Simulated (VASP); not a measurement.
# Ag (P6_3/mmc) in VASP: further runs

Ag is run at these levels: LDA; tasks: single point.

Program: VASP 6.6.1. These are calculated values, not measurements. Logs are shortened: lines on timing, memory, paths and dates and some standing lists are left out, and cuts for length are marked.

## (1) The cell of the first run

It takes space group P6_3/mmc (No. 194, hexagonal). Conventional cell: a = 2.924 Å, b = 2.924 Å, c = 10.132 Å, α = 90.00°, β = 90.00°, γ = 120.00°. Ag (site symmetry -6m2) has 12 Ag at 2.92 to 3.04 Å within 3.9 Å. Ag (site symmetry -3m) has 12 Ag at 2.92 to 3.04 Å within 3.9 Å.

This isn't the form of Ag at room conditions, which is fcc.

## (2) Single point, LDA (18.76 Å³/atom)

Input file INCAR:

```
SYSTEM = Ag
PREC = Accurate
ENCUT = 520
EDIFF = 1E-7
ISMEAR = -1
SIGMA = 0.08
LREAL = .False.
LASPH = .True.
NELM = 60
ALGO = Normal
ISIF = 2
LWAVE = .False.
LCHARG = .False.
GGA = CA
NBANDS = 30
```

Input file KPOINTS:

```
regular mesh
0
Gamma
  14 14 4
  0 0 0
```

Input file POSCAR:

```
Ag
1.0
    2.9241795655      0.0000000000      0.0000000000
   -1.4620897828      2.5324137891      0.0000000000
    0.0000000000      0.0000000000     10.1315940382
Ag
4
Direct
    0.3333333333      0.6666666667      0.2500000000
    0.6666666667      0.3333333333      0.7500000000
    0.0000000000      0.0000000000      0.0000000000
    0.0000000000      0.0000000000      0.5000000000
```

Potentials or basis: VASP PAW LDA potentials, release 64 (Ag).

Started as:

```bash
$ cat potpaw_LDA.64/Ag/POTCAR > POTCAR
$ mpirun -np 1 vasp_std > vasp.out
```

OUTCAR:

```text
SYSTEM = Ag
   PREC = Accurate
   ENCUT = 520
   EDIFF = 1E-7
   ISMEAR = -1
   LREAL = .False.
   LASPH = .True.
   NELM = 60
   ISIF = 2
   GGA = CA

 ion  position               nearest neighbor table
   1  0.333  0.667  0.250-   3 3.04   4 3.04   3 3.04   4 3.04   3 3.04   4 3.04
   2  0.667  0.333  0.750-   3 3.04   4 3.04   3 3.04   4 3.04   3 3.04   4 3.04
   3  0.000  0.000  0.000-   1 3.04   2 3.04   2 3.04   1 3.04   2 3.04   1 3.04
   4  0.000  0.000  0.500-   1 3.04   2 3.04   2 3.04   1 3.04   2 3.04   1 3.04

  LATTYP: Found a hexagonal cell.
 ALAT       =     2.9241795655
 C/A-ratio  =     3.4647646669

  Lattice vectors:

 A1 = (   2.9241795655,   0.0000000000,   0.0000000000)
 A2 = (  -1.4620897828,   2.5324137891,   0.0000000000)
 A3 = (   0.0000000000,   0.0000000000,  10.1315940382)

Analysis of symmetry for initial positions (statically):
=====================================================================
 Subroutine PRICEL returns:
 Original cell was already a primitive cell.

 Routine SETGRP: Setting up the symmetry group for a
 hexagonal supercell.

 Subroutine GETGRP returns: Found 24 space group operations
 (whereof 12 operations were pure point group operations)
 out of a pool of 24 trial point group operations.

The static configuration has the point symmetry D_3d.
 The point group associated with its full space group is D_6h.

Analysis of symmetry for dynamics (positions and initial velocities):
=====================================================================
 Subroutine PRICEL returns:
 Original cell was already a primitive cell.

 Routine SETGRP: Setting up the symmetry group for a
 hexagonal supercell.

 Subroutine GETGRP returns: Found 24 space group operations
 (whereof 12 operations were pure point group operations)
 out of a pool of 24 trial point group operations.

The dynamic configuration has the point symmetry D_3d.
 The point group associated with its full space group is D_6h.

 Subroutine INISYM returns: Found 24 space group operations
 (whereof 12 operations are pure point group operations),
 and found     1 'primitive' translations

----------------------------------------------------------------------------------------

                                     Primitive cell

  volume of cell :      75.0268

  direct lattice vectors                    reciprocal lattice vectors
     2.924179565  0.000000000  0.000000000     0.341976263  0.197440087  0.000000000
    -1.462089783  2.532413789  0.000000000     0.000000000  0.394880175  0.000000000
     0.000000000  0.000000000 10.131594038     0.000000000  0.000000000  0.098701152

  length of vectors
     2.924179565  2.924179566 10.131594038     0.394880175  0.394880175  0.098701152

  position of ions in fractional coordinates (direct lattice)
     0.333333333  0.666666667  0.250000000
     0.666666667  0.333333333  0.750000000
     0.000000000  0.000000000  0.000000000
     0.000000000  0.000000000  0.500000000

  ion indices of the primitive-cell ions
   primitive index   ion index
                 1           1
                 2           2
                 3           3
                 4           4

----------------------------------------------------------------------------------------

 KPOINTS: regular mesh

Automatic generation of k-mesh.
 Grid dimensions read from file:
 generate k-points for:   14   14    4

 Generating k-lattice:

  Cartesian coordinates                     Fractional coordinates (reciprocal lattice)
     0.024426876  0.014102863  0.000000000     0.071428571 -0.000000000  0.000000000
     0.000000000  0.028205727  0.000000000     0.000000000  0.071428571  0.000000000
     0.000000000  0.000000000  0.024675288     0.000000000  0.000000000  0.250000000

  Length of vectors
     0.028205727  0.028205727  0.024675288

  Shift w.r.t. Gamma in fractional coordinates (k-lattice)
     0.000000000  0.000000000  0.000000000

 Subroutine IBZKPT returns following result:
 ===========================================

 Found     72 irreducible k-points:

 Following reciprocal coordinates:
            Coordinates               Weight
  0.000000  0.000000  0.000000      1.000000
  0.071429 -0.000000  0.000000      6.000000
  0.142857 -0.000000  0.000000      6.000000
  0.214286  0.000000  0.000000      6.000000
  0.285714 -0.000000  0.000000      6.000000
  0.357143  0.000000  0.000000      6.000000
[... 16 lines left out ...]
  0.285714  0.285714  0.000000      6.000000
  0.357143  0.285714  0.000000      6.000000
 [... further k-points ...]
   k-points           NKPTS =     72   k-points in BZ     NKDIM =     72   number of bands    NBANDS=     30
   number of dos      NEDOS =    301   number of ions     NIONS =      4
   total plane-waves  NPLWV =  46080
   dimension x,y,z NGX =    24 NGY =   24 NGZ =   80
   dimension x,y,z NGXF=    48 NGYF=   48 NGZF=  160
   ions per type =               4
   NGX,Y,Z   is equivalent  to a cutoff of  13.64, 13.64, 13.13 a.u.
   NGXF,Y,Z  is equivalent  to a cutoff of  27.29, 27.29, 26.25 a.u.
 SYSTEM =  Ag
   PREC   = accura    normal or accurate (medium, high low for compatibility)
   ISTART =      0    job   : 0-new  1-cont  2-samecut
   ICHARG =      2    charge: 1-file 2-atom 10-const
   ISPIN  =      1    spin polarized calculation?
   LNONCOLLINEAR =      F non collinear calculations
   LSORBIT =      F    spin-orbit coupling
   LASPH  =      T    aspherical Exc in radial PAW
   ENCUT  =  520.0 eV  38.22 Ry    6.18 a.u.   5.44  5.44 18.84*2*pi/ulx,y,z
   NELM   =     60;   NELMIN=  2; NELMDL= -5     # of ELM steps
   EDIFF  = 0.1E-06   stopping-criterion for ELM
   LREAL  =      F    real-space projection
   EDIFFG = 0.1E-05   stopping-criterion for IOM
   NSW    =      0    number of steps for IOM
   IBRION =     -1    ionic relax: 0-MD 1-quasi-New 2-CG
   NFREE  =      0    steps in history (QN), initial steepest desc. (CG)
   ISIF   =      2    stress and relaxation
   ISYM   =      2    0-nonsym 1-usesym 2-fastsym
   POTIM  = 0.5000    time-step for ionic-motion
   TEBEG  =    0.0;   TEEND  =   0.0 temperature during run
   PSTRESS=    0.0 pullay stress
   NELECT =      44.0000    total number of electrons
   NUPDOWN=      -1.0000    fix difference up-down
   EMIN   =  10.00;   EMAX   =-10.00  energy-range for DOS
   EFERMI =   0.00;   METHOD = LEGACY
   ISMEAR =    -1;   SIGMA  =   0.08  broadening in eV -4-tet -1-fermi 0-gaus
   EFERMI_NEDOS =   21; number of points for ismear=-14 and -15
   IALGO  =     38    algorithm
   IMIX   =      4    mixing-type and parameters
     AMIX     =   0.40;   BMIX     =  1.00
     AMIX_MAG =   1.60;   BMIX_MAG =  1.00
  volume/ion in A,a.u.               =      18.76       126.58
  Fermi-wavevector in a.u.,A,eV,Ry     =   1.370314  2.589519 25.548498  1.877762
  Thomas-Fermi vector in A             =   2.496112
   LORBIT       =      0    0 simple, 1 ext, 2 COOP (PROOUT), +10 PAW based schemes
   GGA     = CA    functional components
   LHFCALC =     F    Hartree Fock is set to
   AEXX    =    0.0000 exact exchange contribution
   IVDW    =     0    specifies the selected vdW correction
   LEPSILON=     F    determine dielectric tensor
   LRPA    =     F    only Hartree local field effects (RPA)
 non-spin polarized calculation
  energy-cutoff  :      520.00
  volume of cell :       75.03
 maximum number of plane-waves:      2077
 NGX is ok and might be reduce to    24
   NGX = 11   NGY = 11   NGZ = 37

 number of electron      43.9999996 magnetization

 Free energy of the ion-electron system (eV)
  ---------------------------------------------------
  ext. energy  EPLUGINS =         0.00000000
  ---------------------------------------------------
  free energy    TOTEN  =       -14.54499719 eV

  energy without entropy =      -14.51771713  energy(sigma->0) =      -14.53135716

 E-fermi :   6.8382     XC(G=0): -12.0277

 val. band max:        6.8311459533   @ k =   0.3571   0.1429   0.5000
 cond. band min:       6.8448558031   @ k =   0.3571   0.0000   0.2500
 fundamental gap:      0.0137098497
 Fermi energy:         6.8382425801

 k-point     1 :       0.0000    0.0000    0.0000
  band No.  band energies     occupation
      1      -0.2805      2.00000
      2       0.8578      2.00000
      3       0.8594      2.00000
      4       0.9699      2.00000
      5       2.2123      2.00000
      6       2.4406      2.00000
[... 22 lines left out ...]
     29      22.5507      0.00000
     30      23.4703      0.00000

 k-point     2 :       0.0714   -0.0000    0.0000
  band No.  band energies     occupation
      1      -0.1417      2.00000
      2       0.9807      2.00000
      3       0.9813      2.00000
      4       1.0575      2.00000
      5       2.2361      2.00000
      6       2.3717      2.00000
[... 22 lines left out ...]
     29      22.3991      0.00000
     30      22.8572      0.00000

 k-point     3 :       0.1429   -0.0000    0.0000
  band No.  band energies     occupation
      1       0.2536      2.00000
      2       1.2625      2.00000
      3       1.3003      2.00000
      4       1.3164      2.00000
      5       2.1360      2.00000
      6       2.2430      2.00000
[... 22 lines left out ...]
     29      21.2810      0.00000
     30      21.2980      0.00000

 k-point     4 :       0.2143    0.0000    0.0000
  band No.  band energies     occupation
      1       0.8068      2.00000
      2       1.4199      2.00000
      3       1.5516      2.00000
      4       1.6297      2.00000
      5       1.9373      2.00000
      6       2.0120      2.00000
[... 616 lines left out ...]
     29      14.5530      0.00000
     30      15.0649      0.00000

 k-point    23 :       0.2857    0.2857    0.0000
  band No.  band energies     occupation
      1       1.6496      2.00000
      2       1.6597      2.00000
      3       1.6928      2.00000
      4       1.9064      2.00000
      5       1.9864      2.00000
      6       2.1005      2.00000
[... 22 lines left out ...]
     29      13.2431      0.00000
     30      13.9116      0.00000

 k-point    24 :       0.3571    0.2857    0.0000
  band No.  band energies     occupation
      1       1.6423      2.00000
      2       1.7392      2.00000
      3       1.8437      2.00000
      4       1.8961      2.00000
      5       1.9335      2.00000
      6       2.0266      2.00000
[... 22 lines left out ...]
     29      13.1683      0.00000
     30      15.2500      0.00000

 [... further k-points ...]

------------------------ aborting loop because EDIFF is reached ----------------------------------------

  FORCE on cell =-STRESS in cart. coord.  units (eV):
  Direction    XX          YY          ZZ          XY          YZ          ZX
  --------------------------------------------------------------------------------------
  -------------------------------------------------------------------------------------
  Total       -5.8010323     -5.8010323     -7.1463829      0.0000000     -0.0000000      0.0000000
  in kB     -123.8794806   -123.8794806   -152.6090807      0.0000000     -0.0000000      0.0000000
  external PRESSURE =    -133.4560139 kB  Pullay stress =       0.0000000 kB

 VOLUME and BASIS-vectors are now :
 -----------------------------------------------------------------------------
  energy-cutoff  :      520.00
  volume of cell :       75.03
      direct lattice vectors                 reciprocal lattice vectors
     2.924179565  0.000000000  0.000000000     0.341976263  0.197440087  0.000000000
    -1.462089783  2.532413789  0.000000000     0.000000000  0.394880175  0.000000000
     0.000000000  0.000000000 10.131594038     0.000000000  0.000000000  0.098701152

 POSITION                                       TOTAL-FORCE (eV/Angst)
 -----------------------------------------------------------------------------------
     -0.00000      1.68828      2.53290         0.000000     -0.000000     -0.000000
      1.46209      0.84414      7.59870        -0.000000      0.000000      0.000000
      0.00000      0.00000      0.00000        -0.000000      0.000000      0.000000
      0.00000      0.00000      5.06580        -0.000000      0.000000      0.000000
 -----------------------------------------------------------------------------------
    total drift:                               -0.000000      0.000000     -0.000000

  FREE ENERGIE OF THE ION-ELECTRON SYSTEM (eV)
  ---------------------------------------------------
  free  energy   TOTEN  =       -14.5449971858 eV

  energy  without entropy=      -14.5177171285  energy(sigma->0) =      -14.53135716
```

Run time: 4 min. Hardware: 1 thread of Intel Xeon 8259CL, shared host; peak memory 0.22 GiB.

Results:

```
Free energy            : -14.5450 eV
Pressure               : -13.3 GPa
Band gap on the k mesh : zero (bands 22 and 23 overlap by 5.92 eV)
```

Stress tensor (GPa, compression positive):
```
-12.39   0.00   0.00
  0.00 -12.39   0.00
  0.00   0.00 -15.26
```

Levels at points of the mesh, in eV from the Fermi level:
```tsv
k point	band 19	band 20	band 21	band 22	band 23	band 24	band 25	band 26
(0.00, 0.00, 0.00)	-3.32	-3.21	-3.21	-2.92	-2.92	-0.51	2.37	9.25
(0.50, 0.00, 0.00)	-2.67	-2.64	0.14	0.93	1.12	1.62	4.00	4.02
(0.00, 0.00, 0.50)	-3.03	-3.03	-3.03	-3.03	-2.44	-2.44	5.05	5.05
(0.50, 0.00, 0.50)	-2.65	-2.65	0.47	0.47	1.48	1.48	4.36	4.36
```

Caveat: the cell stands under tension.

## (3) Single point, LDA (19.12 Å³/atom)

This run uses another cell than the first one, of 19.12 Å³/atom.

Input file INCAR:

```
SYSTEM = Ag
PREC     = Accurate       ! precision mode
ENCUT    = 520            ! plane-wave cutoff, eV
EDIFF    = 1E-6           ! SCF threshold, eV
ISMEAR   = -1             ! smearing method
SIGMA    = 0.08           ! smearing width, eV
LREAL    = .False.        ! projectors in reciprocal space
LASPH    = .True.         ! aspherical terms in the spheres
NELM     = 80             ! most SCF steps
ALGO     = Normal         ! electronic algorithm
ISIF     = 2              ! what is computed and relaxed
LWAVE    = .False.        ! write WAVECAR
LCHARG   = .False.        ! write CHGCAR
GGA      = CA             ! functional
NBANDS   = 30             ! bands
```

KPOINTS is that of step 2.

Input file POSCAR:

```
Ag
1.0
    2.9428054153      0.0000000000      0.0000000000
   -1.4714027076      2.5485442481      0.0000000000
    0.0000000000      0.0000000000     10.1961282242
Ag
4
Direct
    0.3333333333      0.6666666667      0.2500000000
    0.6666666667      0.3333333333      0.7500000000
    0.0000000000      0.0000000000      0.0000000000
    0.0000000000      0.0000000000      0.5000000000
```

Potentials or basis: VASP PAW LDA potentials, release 64 (Ag).

Started as:

```bash
$ cat potpaw_LDA.64/Ag/POTCAR > POTCAR
$ mpirun -np 1 vasp_std > vasp.out
```

OUTCAR:

```text
SYSTEM = Ag
   PREC = Accurate
   ENCUT = 520
   EDIFF = 1E-6
   ISMEAR = -1
   LREAL = .False.
   LASPH = .True.
   NELM = 80
   ISIF = 2
   GGA = CA

 ion  position               nearest neighbor table
   1  0.333  0.667  0.250-   3 3.06   4 3.06   3 3.06   4 3.06   3 3.06   4 3.06
   2  0.667  0.333  0.750-   3 3.06   4 3.06   3 3.06   4 3.06   3 3.06   4 3.06
   3  0.000  0.000  0.000-   1 3.06   2 3.06   2 3.06   1 3.06   2 3.06   1 3.06
   4  0.000  0.000  0.500-   1 3.06   2 3.06   2 3.06   1 3.06   2 3.06   1 3.06

  LATTYP: Found a hexagonal cell.
 ALAT       =     2.9428054153
 C/A-ratio  =     3.4647646668
[... 992 lines left out ...]
  --------------------------------------------------------------------------------------
  -------------------------------------------------------------------------------------
  Total       -6.3887133     -6.3887133     -7.5891645     -0.0000000      0.0000000      0.0000000
  in kB     -133.8551134   -133.8551134   -159.0067403     -0.0000000      0.0000000      0.0000000
  external PRESSURE =    -142.2389890 kB  Pullay stress =       0.0000000 kB

 VOLUME and BASIS-vectors are now :
 -----------------------------------------------------------------------------
  energy-cutoff  :      520.00
  volume of cell :       76.47
      direct lattice vectors                 reciprocal lattice vectors
     2.942805415  0.000000000  0.000000000     0.339811798  0.196190433  0.000000000
    -1.471402708  2.548544248  0.000000000     0.000000000  0.392380866  0.000000000
     0.000000000  0.000000000 10.196128224     0.000000000  0.000000000  0.098076444

 POSITION                                       TOTAL-FORCE (eV/Angst)
 -----------------------------------------------------------------------------------
     -0.00000      1.69903      2.54903        -0.000000      0.000000      0.000000
      1.47140      0.84951      7.64710         0.000000      0.000000      0.000000
      0.00000      0.00000      0.00000         0.000000      0.000000     -0.000000
      0.00000      0.00000      5.09806        -0.000000      0.000000     -0.000000
 -----------------------------------------------------------------------------------
    total drift:                               -0.000000      0.000000     -0.000000

  FREE ENERGIE OF THE ION-ELECTRON SYSTEM (eV)
  ---------------------------------------------------
  free  energy   TOTEN  =       -14.4213917687 eV

  energy  without entropy=      -14.3945032603  energy(sigma->0) =      -14.40794751
```

OSZICAR:

```text
N       E                     dE             d eps       ncg     rms          rms(c)
DAV:   1     0.285863158810E+03    0.28586E+03   -0.22388E+04  4320   0.143E+03
DAV:   2    -0.922340565210E+01   -0.29509E+03   -0.27892E+03  4458   0.324E+02
DAV:   3    -0.154766874711E+02   -0.62533E+01   -0.62149E+01  5024   0.534E+01
DAV:   4    -0.155056174454E+02   -0.28930E-01   -0.28926E-01  4632   0.356E+00
DAV:   5    -0.155059219494E+02   -0.30450E-03   -0.30450E-03  4974   0.393E-01    0.832E+00
DAV:   6    -0.144593655620E+02    0.10466E+01   -0.35845E+00  4518   0.151E+01    0.561E+00
DAV:   7    -0.144361811604E+02    0.23184E-01   -0.29047E-02  4770   0.113E+00    0.336E+00
DAV:   8    -0.144213828084E+02    0.14798E-01   -0.17905E-03  4716   0.355E-01    0.470E-02
DAV:   9    -0.144213873574E+02   -0.45491E-05   -0.71372E-05  4920   0.910E-02    0.186E-02
DAV:  10    -0.144213911465E+02   -0.37891E-05   -0.70410E-06  4746   0.246E-02    0.846E-03
DAV:  11    -0.144213917687E+02   -0.62220E-06   -0.18341E-06  3432   0.114E-02
   1 F= -.14421392E+02 E0= -.14407948E+02  d E =-.268885E-01
```

Wall time 3.8 min (1 thread of Intel Xeon 8259CL, shared host); peak memory 0.22 GiB.

Results:

- Free energy: -14.4214 eV
- Pressure: -14.2 GPa
- Band gap on the k mesh: zero (bands 22 and 23 overlap by 5.87 eV)

Levels at points of the mesh, in eV from the Fermi level:
| k point | band 19 | band 20 | band 21 | band 22 | band 23 | band 24 | band 25 | band 26 |
| --- | --- | --- | --- | --- | --- | --- | --- | --- |
| (0.00, 0.00, 0.00) | -3.30 | -3.20 | -3.20 | -2.91 | -2.91 | -0.45 | 2.28 | 9.12 |
| (0.50, 0.00, 0.00) | -2.67 | -2.64 | 0.17 | 0.96 | 1.10 | 1.60 | 3.90 | 3.93 |
| (0.00, 0.00, 0.50) | -3.02 | -3.02 | -3.02 | -3.02 | -2.38 | -2.38 | 4.96 | 4.96 |
| (0.50, 0.00, 0.50) | -2.65 | -2.65 | 0.49 | 0.49 | 1.46 | 1.46 | 4.27 | 4.27 |

Caveat: the cell stands under tension.

The gap in the log of VASP goes by the Fermi energy; the results here count the filled bands.